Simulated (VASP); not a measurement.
# Au (Fm-3m) in VASP: notebook

Au is run at these levels: PBEsol, PBE; tasks: single point.

All numbers are computed with VASP 6.6.1; they aren't measurements. Logs are shortened: lines on timing, memory, paths and dates and some standing lists are left out, and cuts for length are marked.

## Step 1: The cell of the first run

It takes space group Fm-3m (No. 225, cubic). Conventional cell: a = 4.124 Å, b = 4.124 Å, c = 4.124 Å, α = 90.00°, β = 90.00°, γ = 90.00°. Au (site symmetry m-3m) has 12 Au at 2.92 Å within 3.8 Å.

## Step 2: Single point, PBEsol (volume scaled by 1.04)

Contents of INCAR:

```
  ALGO = Normal
  EDIFF = 1E-6
  ENCUT = 520
  GGA = PS
  ISIF = 2
  ISMEAR = -1
  LASPH = T
  LCHARG = T
  LELF = T
  LREAL = F
  LVHAR = T
  LWAVE = F
  NBANDS = 12
  NELM = 60
  PREC = Accurate
  SIGMA = 0.05
```

Contents of KPOINTS:

```
k-points
0
Gamma
  11 11 11
```

Contents of POSCAR:

```
Au
1.0
    0.0000000000      2.0617793868      2.0617793868
    2.0617793868      0.0000000000      2.0617793868
    2.0617793868      2.0617793868      0.0000000000
Au
1
Direct
    0.0000000000      0.0000000000      0.0000000000
```

Potentials or basis: VASP PAW PBE potentials, release 64 (Au).

Started as:

```bash
$ cat potpaw_PBE.64/Au/POTCAR > POTCAR
$ mpirun -np 1 vasp_std > vasp.out
```

OUTCAR:

```text
EDIFF = 1E-6
   ENCUT = 520
   GGA = PS
   ISIF = 2
   ISMEAR = -1
   LASPH = T
   LREAL = F
   NELM = 60
   PREC = Accurate

 ion  position               nearest neighbor table
   1  0.000  0.000  0.000-

  LATTYP: Found a face centered cubic cell.
 ALAT       =     4.1235587736

  Lattice vectors:

 A1 = (   0.0000000000,   2.0617793868,   2.0617793868)
 A2 = (   2.0617793868,   0.0000000000,   2.0617793868)
 A3 = (   2.0617793868,   2.0617793868,   0.0000000000)

Analysis of symmetry for initial positions (statically):
=====================================================================
 Subroutine PRICEL returns:
 Original cell was already a primitive cell.

 Routine SETGRP: Setting up the symmetry group for a
 face centered cubic supercell.

 Subroutine GETGRP returns: Found 48 space group operations
[... 9 lines left out ...]

 Routine SETGRP: Setting up the symmetry group for a
 face centered cubic supercell.

 Subroutine GETGRP returns: Found 48 space group operations
[... 11 lines left out ...]
                                     Primitive cell

  volume of cell :      17.5290

  direct lattice vectors                    reciprocal lattice vectors
     0.000000000  2.061779387  2.061779387    -0.242508972  0.242508972  0.242508972
     2.061779387  0.000000000  2.061779387     0.242508972 -0.242508972  0.242508972
     2.061779387  2.061779387  0.000000000     0.242508972  0.242508972 -0.242508972

  length of vectors
     2.915796371  2.915796371  2.915796371     0.420037861  0.420037861  0.420037861

  position of ions in fractional coordinates (direct lattice)
     0.000000000  0.000000000  0.000000000

  ion indices of the primitive-cell ions
   primitive index   ion index
                 1           1

----------------------------------------------------------------------------------------

 KPOINTS: k-points

Automatic generation of k-mesh.
 Grid dimensions read from file:
 generate k-points for:   11   11   11

 Generating k-lattice:

  Cartesian coordinates                     Fractional coordinates (reciprocal lattice)
    -0.022046270  0.022046270  0.022046270     0.090909091  0.000000000  0.000000000
     0.022046270 -0.022046270  0.022046270     0.000000000  0.090909091  0.000000000
     0.022046270  0.022046270 -0.022046270     0.000000000  0.000000000  0.090909091

  Length of vectors
     0.038185260  0.038185260  0.038185260

  Shift w.r.t. Gamma in fractional coordinates (k-lattice)
     0.000000000  0.000000000  0.000000000

 Subroutine IBZKPT returns following result:
[... 50 lines left out ...]
   LREAL  =      F    real-space projection
   EDIFFG = 0.1E-04   stopping-criterion for IOM
   NSW    =      0    number of steps for IOM
   IBRION =     -1    ionic relax: 0-MD 1-quasi-New 2-CG
   NFREE  =      0    steps in history (QN), initial steepest desc. (CG)
   ISIF   =      2    stress and relaxation
   ISYM   =      2    0-nonsym 1-usesym 2-fastsym
   POTIM  = 0.5000    time-step for ionic-motion
   TEBEG  =    0.0;   TEEND  =   0.0 temperature during run
   PSTRESS=    0.0 pullay stress
   NELECT =      11.0000    total number of electrons
   NUPDOWN=      -1.0000    fix difference up-down
   EMIN   =  10.00;   EMAX   =-10.00  energy-range for DOS
[... 5 lines left out ...]
     AMIX     =   0.40;   BMIX     =  1.00
     AMIX_MAG =   1.60;   BMIX_MAG =  1.00
  volume/ion in A,a.u.               =      17.53       118.29
  Fermi-wavevector in a.u.,A,eV,Ry     =   1.401587  2.648616 26.727929  1.964447
  Thomas-Fermi vector in A             =   2.524434
   LORBIT       =      0    0 simple, 1 ext, 2 COOP (PROOUT), +10 PAW based schemes
   GGA     = PS    functional components
   LHFCALC =     F    Hartree Fock is set to
   AEXX    =    0.0000 exact exchange contribution
   IVDW    =     0    specifies the selected vdW correction
   LEPSILON=     F    determine dielectric tensor
   LRPA    =     F    only Hartree local field effects (RPA)
 non-spin polarized calculation
  energy-cutoff  :      520.00
  volume of cell :       17.53
 maximum number of plane-waves:       495
 NGX is ok and might be reduce to    24
   NGX = 11   NGY = 11   NGZ = 11

 number of electron      11.0000001 magnetization

 Free energy of the ion-electron system (eV)
  ---------------------------------------------------
  ext. energy  EPLUGINS =         0.00000000
  ---------------------------------------------------
  free energy    TOTEN  =        -3.92450983 eV

  energy without entropy =       -3.92347654  energy(sigma->0) =       -3.92399319

 E-fermi :   8.8545     XC(G=0): -12.7180

 val. band max:        8.6962847069   @ k =   0.4545   0.3636   0.0000
 cond. band min:       8.9760290000   @ k =  -0.4545   0.0909   0.0000
 fundamental gap:      0.2797442932
 Fermi energy:         8.8544949912

 k-point     1 :       0.0000    0.0000    0.0000
  band No.  band energies     occupation
      1      -0.8097      2.00000
      2       4.2862      2.00000
      3       4.2862      2.00000
      4       4.2862      2.00000
      5       5.7407      2.00000
      6       5.7407      2.00000
      7      23.3499      0.00000
      8      27.1789      0.00000
      9      27.1789      0.00000
     10      27.1789      0.00000
     11      31.9574      0.00000
     12      36.3167      0.00000
[... 331 lines left out ...]
 k-point    24 :      -0.1818    0.1818    0.0000
  band No.  band energies     occupation
      1       1.7097      2.00000
      2       3.7051      2.00000
      3       4.4807      2.00000
      4       5.1227      2.00000
      5       5.1659      2.00000
      6       6.8883      2.00000
      7      19.9608      0.00000
      8      21.8719      0.00000
      9      26.3334      0.00000
     10      27.8790      0.00000
     11      30.2245      0.00000
     12      32.8998      0.00000

 [... further k-points ...]

------------------------ aborting loop because EDIFF is reached ----------------------------------------

  FORCE on cell =-STRESS in cart. coord.  units (eV):
  Direction    XX          YY          ZZ          XY          YZ          ZX
  --------------------------------------------------------------------------------------
  -------------------------------------------------------------------------------------
  Total       -0.5558297     -0.5558297     -0.5558297      0.0000000     -0.0000000     -0.0000000
  in kB      -50.8037453    -50.8037453    -50.8037453      0.0000000     -0.0000000     -0.0000000
  external PRESSURE =     -50.8037453 kB  Pullay stress =       0.0000000 kB

 VOLUME and BASIS-vectors are now :
 -----------------------------------------------------------------------------
  energy-cutoff  :      520.00
  volume of cell :       17.53
      direct lattice vectors                 reciprocal lattice vectors
     0.000000000  2.061779387  2.061779387    -0.242508972  0.242508972  0.242508972
     2.061779387  0.000000000  2.061779387     0.242508972 -0.242508972  0.242508972
     2.061779387  2.061779387  0.000000000     0.242508972  0.242508972 -0.242508972

 POSITION                                       TOTAL-FORCE (eV/Angst)
 -----------------------------------------------------------------------------------
      0.00000      0.00000      0.00000         0.000000      0.000000      0.000000
 -----------------------------------------------------------------------------------
    total drift:                               -0.000000      0.000000     -0.000000

  FREE ENERGIE OF THE ION-ELECTRON SYSTEM (eV)
  ---------------------------------------------------
  free  energy   TOTEN  =        -3.9245098304 eV

  energy  without entropy=       -3.9234765417  energy(sigma->0) =       -3.92399319
```

OSZICAR:

```text
N       E                     dE             d eps       ncg     rms          rms(c)
DAV:   1     0.487222860027E+02    0.48722E+02   -0.54906E+03  1384   0.808E+02
DAV:   2    -0.356982462379E+01   -0.52292E+02   -0.49233E+02  1572   0.183E+02
DAV:   3    -0.426029947409E+01   -0.69047E+00   -0.69006E+00  1620   0.204E+01
DAV:   4    -0.426256840797E+01   -0.22689E-02   -0.22689E-02  1608   0.135E+00
DAV:   5    -0.426258486871E+01   -0.16461E-04   -0.16461E-04  1660   0.111E-01    0.876E+00
DAV:   6    -0.394734618263E+01    0.31524E+00   -0.89320E-01  1480   0.749E+00    0.550E+00
DAV:   7    -0.392733869300E+01    0.20007E-01   -0.62349E-02  1600   0.197E+00    0.278E+00
DAV:   8    -0.392451931706E+01    0.28194E-02   -0.11327E-03  1516   0.307E-01    0.273E-01
DAV:   9    -0.392450725220E+01    0.12065E-04   -0.11893E-05  1604   0.266E-02    0.148E-02
DAV:  10    -0.392450982633E+01   -0.25741E-05   -0.13760E-06  1608   0.971E-03    0.839E-04
DAV:  11    -0.392450983035E+01   -0.40199E-08   -0.54856E-08   892   0.187E-03
   1 F= -.39245098E+01 E0= -.39239932E+01  d E =-.103329E-02
```

stdout:

```text
POSCAR found type information on POSCAR Au
 POSCAR found :  1 types and       1 ions
 scaLAPACK will be used
 -----------------------------------------------------------------------------
|                                                                             |
|                                                                             |
|     You enforced a specific xc type in the INCAR file but a different       |
|     I HOPE YOU KNOW WHAT YOU ARE DOING!                                     |
|                                                                             |
 -----------------------------------------------------------------------------

 LDA part: xc-table for (Slater+PW92), standard interpolation
 POSCAR, INCAR and KPOINTS ok, starting setup
 FFT: planning ... GRIDC
 FFT: planning ... GRID_SOFT
 FFT: planning ... GRID
 WAVECAR not read
 entering main loop
```

Run time: 6.2 s. Hardware: 1 thread of Intel Xeon Platinum 8488C (Sapphire Rapids), shared host; peak memory 0.14 GiB.

Results:

```yaml
Free_energy: -3.9245 eV
Pressure: -5.1 GPa
```

Levels at points of the mesh, in eV from the Fermi level:
```
           k point  band 2  band 3  band 4  band 5  band 6  band 7  band 8  band 9  band 10  band 11
(0.00, 0.00, 0.00)   -4.57   -4.57   -4.57   -3.11   -3.11   14.50   18.32   18.32    18.32    23.10
```

Caveat: the PAW data sets were made with another functional, which shifts forces and pressure a little; spin-orbit coupling is left out, which moves the levels of the heavy elements.

## Step 3: Single point, PBEsol (volume scaled by 1.06)

Contents of INCAR:

```
PREC     = Accurate       # precision mode
ENCUT    = 520            # plane-wave cutoff, eV
EDIFF    = 1E-6           # SCF threshold, eV
ISMEAR   = -1             # smearing method
SIGMA    = 0.05           # smearing width, eV
LREAL    = False          # projectors in reciprocal space
LASPH    = True           # aspherical terms in the spheres
NELM     = 80             # most SCF steps
ALGO     = Normal         # electronic algorithm
ISIF     = 2              # what is computed and relaxed
LWAVE    = False          # write WAVECAR
LCHARG   = False          # write CHGCAR
GGA      = PS             # functional
NBANDS   = 12             # bands
```

Contents of KPOINTS:

```
regular mesh
0
Gamma
  11 11 11
```

Contents of POSCAR:

```
Au
1.0
    0.0000000000      2.0749120936      2.0749120936
    2.0749120936      0.0000000000      2.0749120936
    2.0749120936      2.0749120936      0.0000000000
Au
1
Direct
    0.0000000000      0.0000000000      0.0000000000
```

Potentials or basis: VASP PAW PBE potentials, release 64 (Au).

Started as:

```bash
$ cat potpaw_PBE.64/Au/POTCAR > POTCAR
$ mpirun -np 1 vasp_std > vasp.out
```

Wall time 5.9 s (1 thread of Intel Xeon Platinum 8488C (Sapphire Rapids), shared host); peak memory 0.15 GiB.

Results (log left out):

* Free energy: -3.9113 eV
* Pressure: -7.7 GPa

Levels at points of the mesh, in eV from the Fermi level:
```
           k point  band 2  band 3  band 4  band 5  band 6  band 7  band 8  band 9  band 10  band 11
(0.00, 0.00, 0.00)   -4.49   -4.49   -4.49   -3.09   -3.09   14.49   18.21   18.21    18.21    22.93
```

Caveat: the PAW data sets were made with another functional, which shifts forces and pressure a little; spin-orbit coupling is left out, which moves the levels of the heavy elements.

(Part 1 of 2 ends here.)
